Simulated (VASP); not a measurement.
Input of a VASP 6.6.1 run:

File INCAR:

```
PREC     = Accurate       # precision mode
ENCUT    = 520            # plane-wave cutoff, eV
EDIFF    = 1E-6           # SCF threshold, eV
ISMEAR   = 0              # smearing method
SIGMA    = 0.05           # smearing width, eV
LREAL    = False          # projectors in reciprocal space
LASPH    = True           # aspherical terms in the spheres
NELM     = 80             # most SCF steps
ALGO     = Normal         # electronic algorithm
ISIF     = 2              # what is computed and relaxed
LWAVE    = False          # write WAVECAR
LCHARG   = True           # write CHGCAR
GGA      = PE             # functional
LELF     = True           # ELF
LVHAR    = True         
NBANDS   = 11             # bands
```

KPOINTS

```
Automatic mesh
0
Gamma
  12 12 12
```

POSCAR

```
SiC
1.0
    0.0000000000      2.2457705256      2.2457705256
    2.2457705256      0.0000000000      2.2457705256
    2.2700248473      2.2700248473     -0.0242543217
Si C
1 1
Direct
    0.0000000000      0.0000000000      0.0000000000
    0.7500000000      0.7500000000      0.7500000000
```

Potentials or basis: VASP PAW PBE potentials, release 64 (Si, C).

Command:

```sh
$ cat potpaw_PBE.64/Si/POTCAR potpaw_PBE.64/C/POTCAR > POTCAR
$ mpirun -np 1 vasp_std > vasp.out
```

Estimate the pressure.

-16.2 GPa.

Estimate the band gap on the k mesh.

1.42 eV, indirect (least direct gap 4.35 eV).

Stress tensor (GPa, compression positive):
```
-16.20  -2.17   2.17
 -2.17 -16.20   2.17
  2.17   2.17 -16.20
```

A k mesh can miss the band edges. A hybrid or GW would open this gap; PBE tends to underestimate it.
